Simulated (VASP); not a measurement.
# ZnS (P1) in VASP: single point with PBEsol

Aim: the single point of ZnS with PBEsol.

Everything below comes from runs of VASP 6.6.1. Logs are shortened: lines on timing, memory, paths and dates and some standing lists are left out, and cuts for length are marked.

## (1) The cell of the first run

The typed cell holds 4 atoms: a = 3.812 Å, b = 3.861 Å, c = 6.235 Å, α = 90.62°, β = 91.71°, γ = 121.27°.

## (2) Single point, PBEsol (equal xy, yz and zx shear strains of -3 %)

File INCAR:

```
SYSTEM = ZnS
PREC     = Accurate       ! precision mode
ENCUT    = 520            ! plane-wave cutoff, eV
EDIFF    = 1E-7           ! SCF threshold, eV
ISMEAR   = -1             ! smearing method
SIGMA    = 0.03           ! smearing width, eV
LREAL    = .False.        ! projectors in reciprocal space
LASPH    = .True.         ! aspherical terms in the spheres
NELM     = 60             ! most SCF steps
ALGO     = Normal         ! electronic algorithm
ISIF     = 2              ! what is computed and relaxed
LWAVE    = .False.        ! write WAVECAR
LCHARG   = .True.         ! write CHGCAR
GGA      = PS             ! functional
LELF     = .True.         ! ELF
LVHAR    = .True.       
NBANDS   = 26             ! bands
```

File KPOINTS:

```
Automatic mesh
0
Gamma
  8 8 5
  0 0 0
```

File POSCAR:

```
ZnS
1.0
    3.8109987816     -0.0571649817     -0.0571649817
   -1.9550057172      3.3290042495     -0.0209238355
   -0.0935100000     -0.0935100000      6.2340000000
Zn S
2 2
Direct
    0.3333333333      0.6666666667      0.0000000000
    0.6666666667      0.3333333333      0.5000000000
    0.3333333333      0.6666666667      0.3850000000
    0.6666666667      0.3333333333      0.8850000000
```

Potentials or basis: VASP PAW PBE potentials, release 64 (Zn, S).

Command:

```console
$ cat potpaw_PBE.64/Zn/POTCAR potpaw_PBE.64/S/POTCAR > POTCAR
$ mpirun -np 1 vasp_std > vasp.out
```

OUTCAR:

```text
SYSTEM = ZnS
   PREC = Accurate
   ENCUT = 520
   EDIFF = 1E-7
   ISMEAR = -1
   LREAL = .False.
   LASPH = .True.
   NELM = 60
   ISIF = 2
   GGA = PS

 ion  position               nearest neighbor table
   1  0.333  0.667  0.000-   4 2.26   4 2.33   4 2.35   3 2.40
   2  0.667  0.333  0.500-   3 2.29   3 2.32   3 2.33   4 2.40
   3  0.333  0.667  0.385-   2 2.29   2 2.32   2 2.33   1 2.40
   4  0.667  0.333  0.885-   1 2.26   1 2.33   1 2.35   2 2.40

  LATTYP: Found a triclinic cell.
 ALAT       =     3.7624115023
 B/A-ratio  =     1.0131417463
 C/A-ratio  =     1.6572888129
 COS(alpha) =     0.0297616073
 COS(beta)  =     0.0411893908
 COS(gamma) =     0.4804578458

  Lattice vectors:

 A1 = (   1.8559930644,   3.2718392678,  -0.0780888172)
 A2 = (   3.8109987816,  -0.0571649817,  -0.0571649817)
 A3 = (   0.0935100000,   0.0935100000,  -6.2340000000)

Analysis of symmetry for initial positions (statically):
=====================================================================
 Subroutine PRICEL returns:
 Original cell was already a primitive cell.

 Routine SETGRP: Setting up the symmetry group for a
 triclinic supercell.

 Subroutine GETGRP returns: Found  1 space group operations
 (whereof  1 operations were pure point group operations)
 out of a pool of  2 trial point group operations.

The static configuration has the point symmetry C_1 .

Analysis of symmetry for dynamics (positions and initial velocities):
=====================================================================
 Subroutine PRICEL returns:
 Original cell was already a primitive cell.

 Routine SETGRP: Setting up the symmetry group for a
 triclinic supercell.

 Subroutine GETGRP returns: Found  1 space group operations
 (whereof  1 operations were pure point group operations)
 out of a pool of  2 trial point group operations.

The dynamic configuration has the point symmetry C_1 .

 Subroutine INISYM returns: Found  1 space group operations
 (whereof  1 operations are pure point group operations),
 and found     1 'primitive' translations

----------------------------------------------------------------------------------------

                                     Primitive cell

  volume of cell :      78.3572

  direct lattice vectors                    reciprocal lattice vectors
     3.810998782 -0.057164982 -0.057164982     0.264826434  0.155562774  0.006305838
    -1.955005717  3.329004250 -0.020923836     0.004616194  0.303130065  0.004616194
[... 89 lines left out ...]
   EDIFF  = 0.1E-06   stopping-criterion for ELM
   LREAL  =      F    real-space projection
   EDIFFG = 0.1E-05   stopping-criterion for IOM
   NSW    =      0    number of steps for IOM
   IBRION =     -1    ionic relax: 0-MD 1-quasi-New 2-CG
   NFREE  =      0    steps in history (QN), initial steepest desc. (CG)
   ISIF   =      2    stress and relaxation
   ISYM   =      2    0-nonsym 1-usesym 2-fastsym
   POTIM  = 0.5000    time-step for ionic-motion
   TEBEG  =    0.0;   TEEND  =   0.0 temperature during run
   PSTRESS=    0.0 pullay stress
   NELECT =      36.0000    total number of electrons
   NUPDOWN=      -1.0000    fix difference up-down
   EMIN   =  10.00;   EMAX   =-10.00  energy-range for DOS
   EFERMI =   0.00;   METHOD = LEGACY
   ISMEAR =    -1;   SIGMA  =   0.03  broadening in eV -4-tet -1-fermi 0-gaus
   EFERMI_NEDOS =   21; number of points for ismear=-14 and -15
   IALGO  =     38    algorithm
   IMIX   =      4    mixing-type and parameters
     AMIX     =   0.40;   BMIX     =  1.00
     AMIX_MAG =   1.60;   BMIX_MAG =  1.00
  volume/ion in A,a.u.               =      19.59       132.20
  Fermi-wavevector in a.u.,A,eV,Ry     =   1.263231  2.387160 21.711525  1.595752
  Thomas-Fermi vector in A             =   2.396598
   LORBIT       =      0    0 simple, 1 ext, 2 COOP (PROOUT), +10 PAW based schemes
   GGA     = PS    functional components
   LHFCALC =     F    Hartree Fock is set to
   AEXX    =    0.0000 exact exchange contribution
   IVDW    =     0    specifies the selected vdW correction
   LEPSILON=     F    determine dielectric tensor
   LRPA    =     F    only Hartree local field effects (RPA)
 non-spin polarized calculation
  energy-cutoff  :      520.00
  volume of cell :       78.36
 maximum number of plane-waves:      2127
   NGX = 15   NGY = 15   NGZ = 23

 number of electron      35.9999989 magnetization

 Free energy of the ion-electron system (eV)
  ---------------------------------------------------
  ext. energy  EPLUGINS =         0.00000000
  ---------------------------------------------------
  free energy    TOTEN  =       -15.11249367 eV

  energy without entropy =      -15.11249367  energy(sigma->0) =      -15.11249367

 E-fermi :   2.7855     XC(G=0):  -9.8738

 val. band max:        2.1763798808   @ k =   0.0000   0.0000   0.0000
 cond. band min:       4.1777102506   @ k =   0.0000   0.0000   0.0000
 fundamental gap:      2.0013303698
 Fermi energy:         2.7854802399

 k-point     1 :       0.0000    0.0000    0.0000
  band No.  band energies     occupation
      1     -11.1380      2.00000
      2     -10.1932      2.00000
      3      -4.3408      2.00000
      4      -4.3302      2.00000
      5      -4.2750      2.00000
      6      -4.2658      2.00000
[... 685 lines left out ...]
     25      11.5995      0.00000
     26      11.8449      0.00000

 [... further k-points ...]

------------------------ aborting loop because EDIFF is reached ----------------------------------------

  FORCE on cell =-STRESS in cart. coord.  units (eV):
  Direction    XX          YY          ZZ          XY          YZ          ZX
  --------------------------------------------------------------------------------------
  -------------------------------------------------------------------------------------
  Total       -0.1533082     -0.1758776     -1.1105146      0.8673255      0.5422727      0.5444472
  in kB       -3.1347078     -3.5961869    -22.7068019     17.7342908     11.0879049     11.1323659
  external PRESSURE =      -9.8125655 kB  Pullay stress =       0.0000000 kB

 VOLUME and BASIS-vectors are now :
 -----------------------------------------------------------------------------
  energy-cutoff  :      520.00
  volume of cell :       78.36
      direct lattice vectors                 reciprocal lattice vectors
     3.810998782 -0.057164982 -0.057164982     0.264826434  0.155562774  0.006305838
    -1.955005717  3.329004250 -0.020923836     0.004616194  0.303130065  0.004616194
    -0.093510000 -0.093510000  6.234000000     0.002443918  0.002443918  0.160483969

 POSITION                                       TOTAL-FORCE (eV/Angst)
 -----------------------------------------------------------------------------------
     -0.03300      2.20028     -0.03300         0.300379      0.133644      0.324510
      1.84224      1.02480      3.07192        -0.050213      0.113606      0.309987
     -0.06901      2.16428      2.36709         0.097202     -0.114070     -0.304576
      1.80624      0.98880      5.47201        -0.347368     -0.133181     -0.329921
 -----------------------------------------------------------------------------------
    total drift:                                0.000019      0.000060     -0.000040

  FREE ENERGIE OF THE ION-ELECTRON SYSTEM (eV)
  ---------------------------------------------------
  free  energy   TOTEN  =       -15.1124936682 eV

  energy  without entropy=      -15.1124936682  energy(sigma->0) =      -15.11249367
```

OSZICAR:

```text
N       E                     dE             d eps       ncg     rms          rms(c)
DAV:   1     0.241853701359E+03    0.24185E+03   -0.17022E+04  8424   0.167E+03
DAV:   2     0.870167844234E+01   -0.23315E+03   -0.22301E+03  8564   0.349E+02
DAV:   3    -0.153354905291E+02   -0.24037E+02   -0.23792E+02 10186   0.112E+02
DAV:   4    -0.159241561756E+02   -0.58867E+00   -0.58734E+00  9858   0.175E+01
DAV:   5    -0.159330601319E+02   -0.89040E-02   -0.89015E-02 10242   0.216E+00    0.965E+00
DAV:   6    -0.151247241831E+02    0.80834E+00   -0.17832E+00 11458   0.403E+01    0.740E+00
DAV:   7    -0.151218441654E+02    0.28800E-02   -0.11839E+00  9008   0.671E+00    0.325E+00
DAV:   8    -0.151126471339E+02    0.91970E-02   -0.30083E-02 10994   0.176E+00    0.845E-01
DAV:   9    -0.151122772366E+02    0.36990E-03   -0.92525E-03 11578   0.146E+00    0.213E-01
DAV:  10    -0.151123725557E+02   -0.95319E-04   -0.53308E-04 10194   0.312E-01    0.107E-01
DAV:  11    -0.151124930181E+02   -0.12046E-03   -0.18883E-04  8750   0.969E-02    0.412E-02
DAV:  12    -0.151124916805E+02    0.13376E-05   -0.80482E-06 10956   0.707E-02    0.920E-03
DAV:  13    -0.151124932036E+02   -0.15231E-05   -0.30715E-06 10242   0.266E-02    0.611E-03
DAV:  14    -0.151124936681E+02   -0.46450E-06   -0.10091E-06  9282   0.197E-02    0.149E-03
DAV:  15    -0.151124936682E+02   -0.11141E-09   -0.21497E-07  7582   0.607E-03
   1 F= -.15112494E+02 E0= -.15112494E+02  d E =-.648856E-11
```

Run time: 2.5 min. Hardware: 1 thread of Intel Xeon 6975P-C (Granite Rapids), shared host; peak memory 0.38 GiB.

What came out:

| Quantity | Value |
| --- | --- |
| Free energy | -15.1125 eV |
| Pressure | -1.0 GPa |
| Largest force | 0.497 eV/Å |
| Band gap on the k mesh | 2.00 eV |

Forces on the atoms (eV/Å):
```
Zn   0.300  0.134  0.325
Zn  -0.050  0.114  0.310
S    0.097 -0.114 -0.305
S   -0.347 -0.133 -0.330
```

Levels at points of the mesh, in eV from the valence-band top:
| k point | band 14 | band 15 | band 16 | band 17 | band 18 | band 19 | band 20 | band 21 | band 22 | band 23 |
| --- | --- | --- | --- | --- | --- | --- | --- | --- | --- | --- |
| (0.00, 0.00, 0.00) | -1.03 | -0.92 | -0.17 | -0.16 | 0.00 | 2.00 | 2.78 | 5.97 | 6.26 | 6.43 |
| (0.50, 0.00, 0.00) | -4.37 | -3.22 | -2.51 | -1.71 | -1.20 | 3.21 | 3.93 | 4.95 | 6.78 | 7.23 |
| (0.00, 0.50, 0.00) | -4.37 | -3.30 | -2.38 | -1.69 | -1.09 | 3.39 | 4.05 | 4.95 | 6.96 | 7.23 |
| (0.50, 0.50, 0.00) | -4.37 | -3.37 | -2.24 | -1.69 | -0.98 | 3.58 | 4.15 | 4.95 | 7.13 | 7.21 |

Caveat: the cell differs from its parent crystal (equal xy, yz and zx shear strains of -3 %); the PAW data sets were made with another functional, which shifts forces and pressure a little.
